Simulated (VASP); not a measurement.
# H4C in VASP: a series of runs, part 2 of 2

VASP 6.6.1. Earlier steps stand in the parts before.

**4. Single point, PBE+D3(BJ)**

INCAR

```
PREC = Accurate ; ENCUT = 520
EDIFF = 1E-7 ; ISMEAR = -1
SIGMA = 0.05 ; LREAL = Auto
LASPH = T ; NELM = 60
ALGO = Normal ; ISIF = 2
LWAVE = F ; LCHARG = T
GGA = PE ; IVDW = 12
LELF = T ; LVHAR = T
NBANDS = 45
```

KPOINTS

```
regular mesh
0
Gamma
  1 1 1
```

POSCAR

```
H4C
1.0
    7.8912360000      0.0000000000      0.0000000000
    0.0000000000      7.8912360000      0.0000000000
    0.0000000000      0.0000000000      7.8912360000
C H
6 24
Direct
    0.2280631323      0.1439825143      0.4480413461
    0.6136047636      1.0079789782      0.1197657756
    0.9698734140      0.5028109665      0.4141429809
    0.9207556332      0.2516716013      0.8657072225
    0.4469768741      0.4165507152      0.8504751347
    0.9332505073      0.7323947731      0.8893156915
    0.2364521857      0.0890481542      0.5739405082
    0.1499638333      0.2590722163      0.4224813451
    0.1934044299      0.0571013210      0.3448889376
    0.3639860727      0.1833046179      0.4273855198
    0.7067967553      1.0638637597      0.2149726608
    0.5083614278      1.1026156105      0.1372662027
    0.5730661204      0.8761998754      0.1131254977
    0.6548403824      1.0214622906     -0.0201996240
    1.0553226389      0.4622849957      0.3149950147
    1.0325505409      0.5670467846      0.5248734165
    0.8906589538      0.3925874223      0.4651235877
    0.8782654580      0.5927588530      0.3587650908
    0.9051687214      0.2924890347      1.0008951703
    0.8019529514      0.2724034613      0.8002548650
    0.9418043004      0.1096026022      0.8661254080
    1.0191179176      0.3160721590      0.8022570862
    0.5193736444      0.5345803877      0.8202010433
    0.5480637000      0.3366772962      0.8986551663
    0.3879873825      0.3707404011      0.7419750214
    0.3469038310      0.4437074243      0.9291700312
    0.9228845773      0.6329553444      0.9847253333
    0.9700001369      0.6559555436      0.7793962822
    1.0235152009      0.8337603894      0.9375337400
    0.8025485488      0.7872404272      0.8556074106
```

Potentials or basis: VASP PAW PBE potentials, release 64 (C, H).

Run with:

```console
cat potpaw_PBE.64/C/POTCAR potpaw_PBE.64/H/POTCAR > POTCAR
mpirun -np 1 vasp_gam > vasp.out
```

OUTCAR:

```text
PREC = Accurate
   ENCUT = 520
   EDIFF = 1E-7
   ISMEAR = -1
   LREAL = Auto
   LASPH = T
   NELM = 60
   ISIF = 2
   GGA = PE
   IVDW = 12
 IVDW          = 12

 ion  position               nearest neighbor table
   1  0.228  0.144  0.448-   7 1.09   9 1.10   8 1.12  10 1.13
   2  0.614  0.008  0.120-  13 1.09  12 1.13  11 1.14  14 1.16
   3  0.970  0.503  0.414-  15 1.08  18 1.10  16 1.12  17 1.14
   4  0.921  0.252  0.866-  22 1.05  20 1.08  19 1.12  21 1.13
   5  0.447  0.417  0.850-  26 1.03  25 1.04  24 1.09  23 1.12
   6  0.933  0.732  0.889-  27 1.09  28 1.10  29 1.14  30 1.15
   7  0.236  0.089  0.574-   1 1.09
   8  0.150  0.259  0.422-   1 1.12
   9  0.193  0.057  0.345-   1 1.10
  10  0.364  0.183  0.427-   1 1.13
  11  0.707  0.064  0.215-   2 1.14
  12  0.508  0.103  0.137-   2 1.13
[... 16 lines left out ...]
  29  0.024  0.834  0.938-   6 1.14
  30  0.803  0.787  0.856-   6 1.15

  LATTYP: Found a simple cubic cell.
 ALAT       =     7.8912360000

  Lattice vectors:

 A1 = (   7.8912360000,   0.0000000000,   0.0000000000)
 A2 = (   0.0000000000,   7.8912360000,   0.0000000000)
 A3 = (   0.0000000000,   0.0000000000,   7.8912360000)

Analysis of symmetry for initial positions (statically):
=====================================================================
 Subroutine PRICEL returns:
 Original cell was already a primitive cell.

 Routine SETGRP: Setting up the symmetry group for a
 simple cubic supercell.

 Subroutine GETGRP returns: Found  1 space group operations
 (whereof  1 operations were pure point group operations)
 out of a pool of 48 trial point group operations.

The static configuration has the point symmetry C_1 .

Analysis of symmetry for dynamics (positions and initial velocities):
=====================================================================
 Subroutine PRICEL returns:
 Original cell was already a primitive cell.

 Routine SETGRP: Setting up the symmetry group for a
 simple cubic supercell.

 Subroutine GETGRP returns: Found  1 space group operations
 (whereof  1 operations were pure point group operations)
 out of a pool of 48 trial point group operations.

The dynamic configuration has the point symmetry C_1 .

 Subroutine INISYM returns: Found  1 space group operations
 (whereof  1 operations are pure point group operations),
 and found     1 'primitive' translations

----------------------------------------------------------------------------------------

                                     Primitive cell

  volume of cell :     491.3999

  direct lattice vectors                    reciprocal lattice vectors
     7.891236000  0.000000000  0.000000000     0.126722861  0.000000000  0.000000000
     0.000000000  7.891236000  0.000000000     0.000000000  0.126722861  0.000000000
     0.000000000  0.000000000  7.891236000     0.000000000  0.000000000  0.126722861

  length of vectors
     7.891236000  7.891236000  7.891236000     0.126722861  0.126722861  0.126722861

  position of ions in fractional coordinates (direct lattice)
     0.228063132  0.143982514  0.448041346
     0.613604764  0.007978978  0.119765776
     0.969873414  0.502810967  0.414142981
     0.920755633  0.251671601  0.865707222
     0.446976874  0.416550715  0.850475135
     0.933250507  0.732394773  0.889315692
[... 22 lines left out ...]
     0.023515201  0.833760389  0.937533740
     0.802548549  0.787240427  0.855607411

  ion indices of the primitive-cell ions
   primitive index   ion index
                 1           1
                 2           2
                 3           3
                 4           4
                 5           5
                 6           6
[... 22 lines left out ...]
                29          29
                30          30

----------------------------------------------------------------------------------------

 KPOINTS: regular mesh

Automatic generation of k-mesh.
 Grid dimensions read from file:
 generate k-points for:    1    1    1

 Generating k-lattice:

  Cartesian coordinates                     Fractional coordinates (reciprocal lattice)
     0.126722861  0.000000000  0.000000000     1.000000000  0.000000000  0.000000000
     0.000000000  0.126722861  0.000000000     0.000000000  1.000000000  0.000000000
     0.000000000  0.000000000  0.126722861     0.000000000  0.000000000  1.000000000

  Length of vectors
     0.126722861  0.126722861  0.126722861

  Shift w.r.t. Gamma in fractional coordinates (k-lattice)
     0.000000000  0.000000000  0.000000000

 Subroutine IBZKPT returns following result:
 ===========================================

 Found      1 irreducible k-points:

 Following reciprocal coordinates:
            Coordinates               Weight
  0.000000  0.000000  0.000000      1.000000
   k-points           NKPTS =      1   k-points in BZ     NKDIM =      1   number of bands    NBANDS=     45
   number of dos      NEDOS =    301   number of ions     NIONS =     30
   total plane-waves  NPLWV = 216000
   dimension x,y,z NGX =    60 NGY =   60 NGZ =   60
   dimension x,y,z NGXF=   120 NGYF=  120 NGZF=  120
   ions per type =               6  24
   NGX,Y,Z   is equivalent  to a cutoff of  12.64, 12.64, 12.64 a.u.
   NGXF,Y,Z  is equivalent  to a cutoff of  25.28, 25.28, 25.28 a.u.
 SYSTEM =  unknown system
   PREC   = accura    normal or accurate (medium, high low for compatibility)
   ISTART =      0    job   : 0-new  1-cont  2-samecut
   ICHARG =      2    charge: 1-file 2-atom 10-const
   ISPIN  =      1    spin polarized calculation?
   LNONCOLLINEAR =      F non collinear calculations
   LSORBIT =      F    spin-orbit coupling
   LASPH  =      T    aspherical Exc in radial PAW
   ENCUT  =  520.0 eV  38.22 Ry    6.18 a.u.  14.67 14.67 14.67*2*pi/ulx,y,z
   NELM   =     60;   NELMIN=  2; NELMDL= -5     # of ELM steps
   EDIFF  = 0.1E-06   stopping-criterion for ELM
   LREAL  =      T    real-space projection
   EDIFFG = 0.1E-05   stopping-criterion for IOM
   NSW    =      0    number of steps for IOM
   IBRION =     -1    ionic relax: 0-MD 1-quasi-New 2-CG
   NFREE  =      0    steps in history (QN), initial steepest desc. (CG)
   ISIF   =      2    stress and relaxation
   ISYM   =      2    0-nonsym 1-usesym 2-fastsym
   POTIM  = 0.5000    time-step for ionic-motion
   TEBEG  =    0.0;   TEEND  =   0.0 temperature during run
   PSTRESS=    0.0 pullay stress
   NELECT =      48.0000    total number of electrons
   NUPDOWN=      -1.0000    fix difference up-down
   EMIN   =  10.00;   EMAX   =-10.00  energy-range for DOS
   EFERMI =   0.00;   METHOD = LEGACY
   ISMEAR =    -1;   SIGMA  =   0.05  broadening in eV -4-tet -1-fermi 0-gaus
   EFERMI_NEDOS =   21; number of points for ismear=-14 and -15
   IALGO  =     38    algorithm
   IMIX   =      4    mixing-type and parameters
     AMIX     =   0.40;   BMIX     =  1.00
     AMIX_MAG =   1.60;   BMIX_MAG =  1.00
  volume/ion in A,a.u.               =      16.38       110.54
  Fermi-wavevector in a.u.,A,eV,Ry     =   0.753952  1.424762  7.734140  0.568443
  Thomas-Fermi vector in A             =   1.851508
   LORBIT       =      0    0 simple, 1 ext, 2 COOP (PROOUT), +10 PAW based schemes
   GGA     = PE    functional components
   LHFCALC =     F    Hartree Fock is set to
   AEXX    =    0.0000 exact exchange contribution
   IVDW    =    12    specifies the selected vdW correction
   LEPSILON=     F    determine dielectric tensor
   LRPA    =     F    only Hartree local field effects (RPA)
 non-spin polarized calculation
  energy-cutoff  :      520.00
  volume of cell :      491.40
 maximum number of plane-waves:      6603
 NGX is ok and might be reduce to    60
   NGX = 29   NGY = 29   NGZ = 29

 number of electron      48.0000000 magnetization

 Free energy of the ion-electron system (eV)
  ---------------------------------------------------
  ext. energy  EPLUGINS =         0.00000000
  ---------------------------------------------------
  free energy    TOTEN  =      -142.98284015 eV

  energy without entropy =     -142.98284015  energy(sigma->0) =     -142.98284015

 E-fermi :  -5.5939     XC(G=0):  -4.7102

 val. band max:       -6.8097779834   @ k =   0.0000   0.0000   0.0000
 cond. band min:      -0.0840448963   @ k =   0.0000   0.0000   0.0000
 fundamental gap:      6.7257330871
 Fermi energy:        -5.5939486243

 k-point     1 :       0.0000    0.0000    0.0000
  band No.  band energies     occupation
      1     -15.7263      2.00000
      2     -15.5689      2.00000
      3     -15.4506      2.00000
      4     -15.2792      2.00000
      5     -15.2359      2.00000
      6     -15.1706      2.00000
[... 28 lines left out ...]
     35       3.2439      0.00000
     36       3.5376      0.00000
 [bands above 36 left out]

------------------------ aborting loop because EDIFF is reached ----------------------------------------

 Edisp (eV)   -0.61829

 E8    (eV) :    -0.1285

  FORCE on cell =-STRESS in cart. coord.  units (eV):
  Direction    XX          YY          ZZ          XY          YZ          ZX
  --------------------------------------------------------------------------------------
  -------------------------------------------------------------------------------------
  Total      -1.41452    -3.39601    -1.15818    -1.25438    -1.63502    -3.65195
  in kB      -4.61196   -11.07247    -3.77616    -4.08984    -5.33088   -11.90695
  external pressure =       -6.49 kB  Pullay stress =        0.00 kB

 VOLUME and BASIS-vectors are now :
 -----------------------------------------------------------------------------
  energy-cutoff  :      520.00
  volume of cell :      491.40
      direct lattice vectors                 reciprocal lattice vectors
     7.891236000  0.000000000  0.000000000     0.126722861  0.000000000  0.000000000
     0.000000000  7.891236000  0.000000000     0.000000000  0.126722861  0.000000000
     0.000000000  0.000000000  7.891236000     0.000000000  0.000000000  0.126722861

 POSITION                                       TOTAL-FORCE (eV/Angst)
 -----------------------------------------------------------------------------------
      1.79970      1.13620      3.53560         1.308594      1.052962     -1.259445
      4.84210      0.06296      0.94510         0.121309      2.125174     -1.498144
      7.65350      3.96780      3.26810        -1.454712     -0.036657      1.271580
      7.26590      1.98600      6.83150        -0.923930     -1.890215      1.482967
      3.52720      3.28710      6.71130         2.963493      1.355891     -0.497505
      7.36450      5.77950      7.01780        -0.871492      0.555729     -0.017916
[... 22 lines left out ...]
      0.18556      6.57940      7.39830        -0.673319     -0.950533     -0.825500
      6.33310      6.21230      6.75180         1.345790     -0.457704      0.635117
 -----------------------------------------------------------------------------------
    total drift:                                0.001361      0.009884     -0.013083

  FREE ENERGIE OF THE ION-ELECTRON SYSTEM (eV)
  ---------------------------------------------------
  free  energy   TOTEN  =      -143.6011318143 eV

  energy  without entropy=     -143.6011318142  energy(sigma->0) =     -143.60113181
```

Run time: 29 s. Hardware: 1 thread of Intel Xeon 6975P-C (Granite Rapids), shared host; peak memory 0.44 GiB.

What came out:

```
Free energy                : -143.6011 eV
Pressure                   : -0.6 GPa
Largest force              : 3.297 eV/Å
Band gap on the k mesh     : 6.73 eV
Dispersion energy per atom : -0.021 eV
```

Forces on the atoms (eV/Å):
```
C    1.309  1.053 -1.259
C    0.121  2.125 -1.498
C   -1.455 -0.037  1.272
C   -0.924 -1.890  1.483
C    2.963  1.356 -0.498
C   -0.871  0.556 -0.018
H   -0.893 -0.086  0.253
H    0.309 -0.656  0.967
H    0.146 -0.396  0.376
H   -0.715 -0.148 -0.261
H   -0.252 -1.459 -0.940
H    0.031 -0.993 -0.327
H   -0.027 -0.166  1.218
H    0.070  0.472  1.604
H    0.389 -0.098 -0.103
H   -0.114 -0.499 -0.850
H    0.880  0.861 -0.503
H    0.146 -0.008  0.054
H    0.209 -0.089 -0.750
H   -0.358  0.171 -0.215
H    0.046  1.182 -0.057
H    1.125  0.638 -0.523
H   -0.667 -0.217 -0.056
H   -0.369 -0.645  0.354
H   -0.414 -0.958 -2.023
H   -1.583  0.521  2.234
H   -0.366  0.199  0.534
H    0.590  0.620 -0.279
H   -0.673 -0.951 -0.826
H    1.346 -0.458  0.635
```

Stress tensor (GPa, compression positive):
```
-0.46 -0.41 -1.19
-0.41 -1.11 -0.53
-1.19 -0.53 -0.38
```

Caveat: the k points lie up to 0.80 Å⁻¹ apart.
